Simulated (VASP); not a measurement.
# TiO (P-62m) in VASP: further runs

Runs on TiO. Level: PBEsol. Tasks: single point, relaxation of cell and atoms.

All numbers are computed with VASP 6.6.1; they aren't measurements. Logs are shortened: lines on timing, memory, paths and dates and some standing lists are left out, and cuts for length are marked.

### 1 The cell of the first run

Symmetry: P-62m, No. 189, hexagonal system. Conventional cell: a = 4.956 Å, b = 4.956 Å, c = 2.838 Å, α = 90.00°, β = 90.00°, γ = 120.00°. Within 2.6 Å of Ti (site symmetry -62m) lie 3 O at 1.96 Å. Within 2.8 Å of Ti (site symmetry -6) lie 6 O at 2.08 Å. O (site symmetry m2m) has 5 Ti at 1.96 to 2.08 Å within 2.6 Å.

### 2 Single point, PBEsol

Input file INCAR:

```
SYSTEM = TiO
PREC     = Accurate       ! precision mode
ENCUT    = 520            ! plane-wave cutoff, eV
EDIFF    = 1E-6           ! SCF threshold, eV
ISMEAR   = -1             ! smearing method
SIGMA    = 0.05           ! smearing width, eV
LREAL    = .FALSE.        ! projectors in reciprocal space
LASPH    = .TRUE.         ! aspherical terms in the spheres
NELM     = 80             ! most SCF steps
ALGO     = Normal         ! electronic algorithm
ISIF     = 2              ! what is computed and relaxed
LWAVE    = .FALSE.        ! write WAVECAR
LCHARG   = .FALSE.        ! write CHGCAR
GGA      = PS             ! functional
NBANDS   = 36             ! bands
```

Input file KPOINTS:

```
Automatic mesh
0
G
  6 6 9
  0 0 0
```

Input file POSCAR:

```
TiO
1.0
    4.9561967185      0.0000000000      0.0000000000
   -2.4780983593      4.2921922644      0.0000000000
    0.0000000000      0.0000000000      2.8383076264
Ti O
3 3
Direct
    0.0000000000      0.0000000000      0.0000000000
    0.3333333333      0.6666666667      0.5000000000
    0.6666666667      0.3333333333      0.5000000000
    0.0000000000      0.3947973284      0.0000000000
    0.3947973284      0.0000000000      0.0000000000
    0.6052026716      0.6052026716      0.0000000000
```

Potentials or basis: VASP PAW PBE potentials, release 64 (Ti_sv, O).

Command:

```
cat potpaw_PBE.64/Ti_sv/POTCAR potpaw_PBE.64/O/POTCAR > POTCAR
mpirun -np 1 vasp_std > vasp.out
```

OUTCAR:

```text
SYSTEM = TiO
   PREC = Accurate
   ENCUT = 520
   EDIFF = 1E-6
   ISMEAR = -1
   LREAL = .FALSE.
   LASPH = .TRUE.
   NELM = 80
   ISIF = 2
   GGA = PS

 ion  position               nearest neighbor table
   1  0.000  0.000  0.000-   6 1.96   5 1.96   4 1.96
   2  0.333  0.667  0.500-   5 2.08   5 2.08   4 2.08   4 2.08   6 2.08   6 2.08   3 2.86   3 2.86
                             3 2.86
   3  0.667  0.333  0.500-   4 2.08   4 2.08   5 2.08   5 2.08   6 2.08   6 2.08   2 2.86   2 2.86
                             2 2.86
   4  0.000  0.395  0.000-   1 1.96   3 2.08   3 2.08   2 2.08   2 2.08
   5  0.395  0.000  0.000-   1 1.96   2 2.08   2 2.08   3 2.08   3 2.08
   6  0.605  0.605  0.000-   1 1.96   2 2.08   2 2.08   3 2.08   3 2.08

  LATTYP: Found a hexagonal cell.
 ALAT       =     4.9561967185
 C/A-ratio  =     0.5726785654

  Lattice vectors:

 A1 = (   4.9561967185,   0.0000000000,   0.0000000000)
 A2 = (  -2.4780983593,   4.2921922644,   0.0000000000)
 A3 = (   0.0000000000,   0.0000000000,   2.8383076264)

Analysis of symmetry for initial positions (statically):
=====================================================================
 Subroutine PRICEL returns:
 Original cell was already a primitive cell.

 Routine SETGRP: Setting up the symmetry group for a
 hexagonal supercell.

 Subroutine GETGRP returns: Found 12 space group operations
 (whereof 12 operations were pure point group operations)
 out of a pool of 24 trial point group operations.

The static configuration has the point symmetry D_3h.

Analysis of symmetry for dynamics (positions and initial velocities):
=====================================================================
 Subroutine PRICEL returns:
 Original cell was already a primitive cell.

 Routine SETGRP: Setting up the symmetry group for a
 hexagonal supercell.

 Subroutine GETGRP returns: Found 12 space group operations
 (whereof 12 operations were pure point group operations)
 out of a pool of 24 trial point group operations.

The dynamic configuration has the point symmetry D_3h.

 Subroutine INISYM returns: Found 12 space group operations
 (whereof 12 operations are pure point group operations),
 and found     1 'primitive' translations

----------------------------------------------------------------------------------------

                                     Primitive cell

  volume of cell :      60.3792

  direct lattice vectors                    reciprocal lattice vectors
     4.956196719  0.000000000  0.000000000     0.201767617  0.116490588  0.000000000
    -2.478098359  4.292192264  0.000000000     0.000000000  0.232981176  0.000000000
     0.000000000  0.000000000  2.838307626     0.000000000  0.000000000  0.352322627

  length of vectors
     4.956196719  4.956196719  2.838307626     0.232981176  0.232981176  0.352322627

  position of ions in fractional coordinates (direct lattice)
     0.000000000  0.000000000  0.000000000
     0.333333333  0.666666667  0.500000000
     0.666666667  0.333333333  0.500000000
     0.000000000  0.394797328  0.000000000
     0.394797328  0.000000000  0.000000000
     0.605202672  0.605202672  0.000000000

  ion indices of the primitive-cell ions
   primitive index   ion index
                 1           1
                 2           2
                 3           3
                 4           4
                 5           5
                 6           6

----------------------------------------------------------------------------------------

 KPOINTS: Automatic mesh

Automatic generation of k-mesh.
 Grid dimensions read from file:
 generate k-points for:    6    6    9

 Generating k-lattice:

  Cartesian coordinates                     Fractional coordinates (reciprocal lattice)
     0.033627936  0.019415098  0.000000000     0.166666667  0.000000000  0.000000000
     0.000000000  0.038830196  0.000000000     0.000000000  0.166666667  0.000000000
     0.000000000  0.000000000  0.039146959     0.000000000  0.000000000  0.111111111

  Length of vectors
     0.038830196  0.038830196  0.039146959

  Shift w.r.t. Gamma in fractional coordinates (k-lattice)
     0.000000000  0.000000000  0.000000000

 Subroutine IBZKPT returns following result:
 ===========================================

 Found     35 irreducible k-points:

 Following reciprocal coordinates:
            Coordinates               Weight
  0.000000  0.000000  0.000000      1.000000
  0.166667  0.000000  0.000000      6.000000
  0.333333 -0.000000  0.000000      6.000000
  0.500000 -0.000000  0.000000      3.000000
  0.166667  0.166667  0.000000      6.000000
  0.333333  0.166667  0.000000     12.000000
[... 16 lines left out ...]
  0.166667  0.000000  0.333333     12.000000
  0.333333 -0.000000  0.333333     12.000000
 [... further k-points ...]
   k-points           NKPTS =     35   k-points in BZ     NKDIM =     35   number of bands    NBANDS=     36
   number of dos      NEDOS =    301   number of ions     NIONS =      6
   total plane-waves  NPLWV =  38400
   dimension x,y,z NGX =    40 NGY =   40 NGZ =   24
   dimension x,y,z NGXF=    80 NGYF=   80 NGZF=   48
   ions per type =               3   3
   NGX,Y,Z   is equivalent  to a cutoff of  13.42, 13.42, 14.06 a.u.
   NGXF,Y,Z  is equivalent  to a cutoff of  26.83, 26.83, 28.11 a.u.
 SYSTEM =  TiO
   PREC   = accura    normal or accurate (medium, high low for compatibility)
   ISTART =      0    job   : 0-new  1-cont  2-samecut
   ICHARG =      2    charge: 1-file 2-atom 10-const
   ISPIN  =      1    spin polarized calculation?
   LNONCOLLINEAR =      F non collinear calculations
   LSORBIT =      F    spin-orbit coupling
   LASPH  =      T    aspherical Exc in radial PAW
   ENCUT  =  520.0 eV  38.22 Ry    6.18 a.u.   9.22  9.22  5.28*2*pi/ulx,y,z
   NELM   =     80;   NELMIN=  2; NELMDL= -5     # of ELM steps
   EDIFF  = 0.1E-05   stopping-criterion for ELM
   LREAL  =      F    real-space projection
   EDIFFG = 0.1E-04   stopping-criterion for IOM
   NSW    =      0    number of steps for IOM
   IBRION =     -1    ionic relax: 0-MD 1-quasi-New 2-CG
   NFREE  =      0    steps in history (QN), initial steepest desc. (CG)
   ISIF   =      2    stress and relaxation
   ISYM   =      2    0-nonsym 1-usesym 2-fastsym
   POTIM  = 0.5000    time-step for ionic-motion
   TEBEG  =    0.0;   TEEND  =   0.0 temperature during run
   PSTRESS=    0.0 pullay stress
   NELECT =      54.0000    total number of electrons
   NUPDOWN=      -1.0000    fix difference up-down
   EMIN   =  10.00;   EMAX   =-10.00  energy-range for DOS
   EFERMI =   0.00;   METHOD = LEGACY
   ISMEAR =    -1;   SIGMA  =   0.05  broadening in eV -4-tet -1-fermi 0-gaus
   EFERMI_NEDOS =   21; number of points for ismear=-14 and -15
   IALGO  =     38    algorithm
   IMIX   =      4    mixing-type and parameters
     AMIX     =   0.40;   BMIX     =  1.00
     AMIX_MAG =   1.60;   BMIX_MAG =  1.00
  volume/ion in A,a.u.               =      10.06        67.91
  Fermi-wavevector in a.u.,A,eV,Ry     =   1.577286  2.980638 33.848984  2.487830
  Thomas-Fermi vector in A             =   2.677991
   LORBIT       =      0    0 simple, 1 ext, 2 COOP (PROOUT), +10 PAW based schemes
   GGA     = PS    functional components
   LHFCALC =     F    Hartree Fock is set to
   AEXX    =    0.0000 exact exchange contribution
   IVDW    =     0    specifies the selected vdW correction
   LEPSILON=     F    determine dielectric tensor
   LRPA    =     F    only Hartree local field effects (RPA)
 non-spin polarized calculation
  energy-cutoff  :      520.00
  volume of cell :       60.38
 maximum number of plane-waves:      1642
 NGX is ok and might be reduce to    40
   NGX = 19   NGY = 19   NGZ = 11

 number of electron      53.9999999 magnetization

 Free energy of the ion-electron system (eV)
  ---------------------------------------------------
  ext. energy  EPLUGINS =         0.00000000
  ---------------------------------------------------
  free energy    TOTEN  =       -56.87174441 eV

  energy without entropy =      -56.86698708  energy(sigma->0) =      -56.86936575

 E-fermi :  10.9094     XC(G=0): -12.8339

 val. band max:       10.8622671458   @ k =   0.1667   0.0000   0.1111
 cond. band min:      10.9388321671   @ k =   0.1667   0.0000   0.0000
 fundamental gap:      0.0765650213
 Fermi energy:        10.9093810763

 k-point     1 :       0.0000    0.0000    0.0000
  band No.  band energies     occupation
      1     -47.1484      2.00000
      2     -47.0588      2.00000
      3     -46.5691      2.00000
      4     -23.7472      2.00000
      5     -23.7472      2.00000
      6     -23.4241      2.00000
[... 28 lines left out ...]
     35      12.7087      0.00000
     36      12.9046      0.00000

 k-point     2 :       0.1667    0.0000    0.0000
  band No.  band energies     occupation
      1     -47.1429      2.00000
      2     -47.0641      2.00000
      3     -46.5695      2.00000
      4     -23.7699      2.00000
      5     -23.7428      2.00000
      6     -23.3985      2.00000
[... 28 lines left out ...]
     35      12.7852      0.00000
     36      13.2833      0.00000

 k-point     3 :       0.3333   -0.0000    0.0000
  band No.  band energies     occupation
      1     -47.1287      2.00000
      2     -47.0775      2.00000
      3     -46.5705      2.00000
      4     -23.8082      2.00000
      5     -23.6997      2.00000
      6     -23.4146      2.00000
[... 28 lines left out ...]
     35      12.9704      0.00000
     36      13.1330      0.00000

 k-point     4 :       0.5000   -0.0000    0.0000
  band No.  band energies     occupation
      1     -47.1173      2.00000
      2     -47.0884      2.00000
      3     -46.5710      2.00000
      4     -23.8250      2.00000
      5     -23.6404      2.00000
      6     -23.4855      2.00000
[... 28 lines left out ...]
     35      13.0165      0.00000
     36      13.1346      0.00000

 k-point     5 :       0.1667    0.1667    0.0000
  band No.  band energies     occupation
      1     -47.1328      2.00000
      2     -47.0735      2.00000
      3     -46.5703      2.00000
      4     -23.7866      2.00000
      5     -23.7297      2.00000
      6     -23.4030      2.00000
[... 655 lines left out ...]
 k-point    22 :       0.0000    0.0000    0.3333
  band No.  band energies     occupation
      1     -47.0952      2.00000
      2     -47.0121      2.00000
      3     -46.5310      2.00000
      4     -23.9222      2.00000
      5     -23.7028      2.00000
      6     -23.6209      2.00000
[... 28 lines left out ...]
     35      12.8155      0.00000
     36      13.4252      0.00000

 k-point    23 :       0.1667    0.0000    0.3333
  band No.  band energies     occupation
      1     -47.0903      2.00000
      2     -47.0170      2.00000
      3     -46.5311      2.00000
      4     -23.9178      2.00000
      5     -23.7189      2.00000
      6     -23.6325      2.00000
[... 28 lines left out ...]
     35      12.7873      0.00000
     36      13.5496      0.00000

 k-point    24 :       0.3333   -0.0000    0.3333
  band No.  band energies     occupation
      1     -47.0775      2.00000
      2     -47.0297      2.00000
      3     -46.5313      2.00000
      4     -23.9022      2.00000
      5     -23.7571      2.00000
      6     -23.6534      2.00000
[... 28 lines left out ...]
     35      12.9656      0.00000
     36      13.7151      0.00000

 [... further k-points ...]

------------------------ aborting loop because EDIFF is reached ----------------------------------------

  FORCE on cell =-STRESS in cart. coord.  units (eV):
  Direction    XX          YY          ZZ          XY          YZ          ZX
  --------------------------------------------------------------------------------------
  -------------------------------------------------------------------------------------
  Total        0.3050287      0.3050287      0.2777492     -0.0000000     -0.0000000      0.0000000
  in kB        8.0940165      8.0940165      7.3701491     -0.0000000     -0.0000000      0.0000000
  external PRESSURE =       7.8527274 kB  Pullay stress =       0.0000000 kB

 VOLUME and BASIS-vectors are now :
 -----------------------------------------------------------------------------
  energy-cutoff  :      520.00
  volume of cell :       60.38
      direct lattice vectors                 reciprocal lattice vectors
     4.956196719  0.000000000  0.000000000     0.201767617  0.116490588  0.000000000
    -2.478098359  4.292192264  0.000000000     0.000000000  0.232981176  0.000000000
     0.000000000  0.000000000  2.838307626     0.000000000  0.000000000  0.352322627

 POSITION                                       TOTAL-FORCE (eV/Angst)
 -----------------------------------------------------------------------------------
      0.00000      0.00000      0.00000        -0.000000     -0.000000      0.000000
     -0.00000      2.86146      1.41915        -0.000000     -0.000000      0.000000
      2.47810      1.43073      1.41915        -0.000000      0.000000      0.000000
     -0.97835      1.69455      0.00000        -0.005988      0.010372      0.000000
      1.95669      0.00000      0.00000         0.011977     -0.000000     -0.000000
      1.49975      2.59765      0.00000        -0.005988     -0.010372      0.000000
 -----------------------------------------------------------------------------------
    total drift:                               -0.000001     -0.000002      0.000001

  FREE ENERGIE OF THE ION-ELECTRON SYSTEM (eV)
  ---------------------------------------------------
  free  energy   TOTEN  =       -56.8717444137 eV

  energy  without entropy=      -56.8669870827  energy(sigma->0) =      -56.86936575
```

Run time: 74 s. Hardware: 1 thread of AMD EPYC 7R13 (Zen 3), shared host; peak memory 0.18 GiB.

What came out:

```yaml
Free_energy: -56.8717 eV
Pressure: 0.8 GPa
Largest_force: 0.012 eV/Å
Band_gap_on_the_k_mesh: zero (band 27 reaches 11.46 eV, above the bottom of band 28 at 10.04 eV)
```

Forces on the atoms (eV/Å):
```
Ti   0.000  0.000  0.000
Ti   0.000  0.000  0.000
Ti   0.000  0.000  0.000
O   -0.006  0.010  0.000
O    0.012  0.000  0.000
O   -0.006 -0.010  0.000
```

Levels at points of the mesh, in eV from the Fermi level:
```tsv
k point	band 24	band 25	band 26	band 27	band 28	band 29	band 30	band 31
(0.00, 0.00, 0.00)	-5.58	-3.48	-0.89	-0.87	-0.87	0.32	0.32	0.83
(0.50, 0.00, 0.00)	-5.35	-2.55	-2.15	-1.85	0.40	0.92	1.13	1.41
```

Caveat: the PAW data sets were made with another functional, which shifts forces and pressure a little; semilocal functionals often make such compounds metallic where correlation or magnetic order opens a gap, which also shifts bond lengths.

### 3 Relaxation of cell and atoms, PBEsol

This run uses another cell than the first one, of 10.32 Å³/atom, 1.026 times its volume.

Input file INCAR:

```
SYSTEM = TiO
  PREC = Accurate
  ENCUT = 600
  EDIFF = 1E-7
  ISMEAR = -1
  SIGMA = 0.05
  LREAL = .FALSE.
  LASPH = .TRUE.
  NELM = 80
  ALGO = Normal
  ISIF = 3
  LWAVE = .FALSE.
  LCHARG = .FALSE.
  GGA = PS
  IBRION = 2
  NSW = 60
  EDIFFG = -0.01
```

Input file KPOINTS:

```
regular mesh
0
G
  6 6 9
  0 0 0
```

Input file POSCAR:

```
TiO
1.0
    4.9890877720      0.0000000000      0.0000000000
   -2.4945438860      4.3206767523      0.0000000000
    0.0000000000      0.0000000000      2.8733134400
Ti O
3 3
Direct
    0.0000000000      0.0000000000      0.0000000000
    0.3333333333      0.6666666667      0.5000000000
    0.6666666667      0.3333333333      0.5000000000
    0.0000000000      0.3944407600      0.0000000000
    0.3944407600      0.0000000000      0.0000000000
    0.6055592400      0.6055592400      0.0000000000
```

Potentials or basis: VASP PAW PBE potentials, release 64 (Ti_sv, O).

Command:

```
cat potpaw_PBE.64/Ti_sv/POTCAR potpaw_PBE.64/O/POTCAR > POTCAR
mpirun -np 1 vasp_std > vasp.out
```

It took 4.7 min on 1 thread of AMD EPYC 7R13 (Zen 3), shared host; peak memory 0.2 GiB.

The run converged. Its results:

* Free energy: -56.8820 eV
* Relaxed volume: 10.08 Å³/atom
* Relaxed cell: a = 4.960 Å, b = 4.960 Å, c = 2.840 Å, α = 90.00°, β = 90.00°, γ = 120.00°
* Space group after relaxing (to 0.05 Å): P-62m (No. 189)
* Energy gained by relaxing: 4.1 meV/atom
* Ionic steps: 5
* Pressure after relaxing: 0.1 GPa
* Largest force after relaxing: 0.004 eV/Å
* Band gap on the k mesh: zero (band 27 reaches 11.43 eV, above the bottom of band 28 at 10.02 eV)

Forces on the atoms (eV/Å):
```
Ti   0.000  0.000  0.000
Ti   0.000  0.000  0.000
Ti   0.000  0.000  0.000
O   -0.002  0.003  0.000
O    0.004  0.000  0.000
O   -0.002 -0.003  0.000
```

The path:
```
step  energy change (eV)  largest force (eV/Å)  pressure (GPa)  volume (Å³)
   1              0.0000                0.0195           -5.22        61.94
   2              0.0072                0.1298            6.67        58.97
   3             -0.0242                0.0498            0.05        60.53
   4             -0.0242                0.0513            0.16        60.50
   5             -0.0248                0.0036            0.10        60.50
```

Final structure:
```yaml
crystal:
  lattice:
    - [4.95974, 0.00000, 0.00000]
    - [-2.47987, 4.29526, 0.00000]
    - [0.00000, 0.00000, 2.83986]
  atoms:
    - { symbol: Ti, position: [0.00000, 0.00000, 0.00000] }
    - { symbol: Ti, position: [0.33333, 0.66667, 0.50000] }
    - { symbol: Ti, position: [0.66667, 0.33333, 0.50000] }
    - { symbol: O, position: [0.00000, 0.39479, 0.00000] }
    - { symbol: O, position: [0.39479, 0.00000, 0.00000] }
    - { symbol: O, position: [0.60521, 0.60521, 0.00000] }
```

Levels at points of the mesh, in eV from the Fermi level:
```csv
k point,band 25,band 26,band 27,band 28,band 29,band 30
"(0.00, 0.00, 0.00)",-3.47,-0.89,-0.86,-0.86,0.32,0.32
"(0.50, 0.00, 0.00)",-2.54,-2.15,-1.84,0.40,0.92,1.12
```

Caveat: the PAW data sets were made with another functional, which shifts forces and pressure a little; semilocal functionals often make such compounds metallic where correlation or magnetic order opens a gap, which also shifts bond lengths.
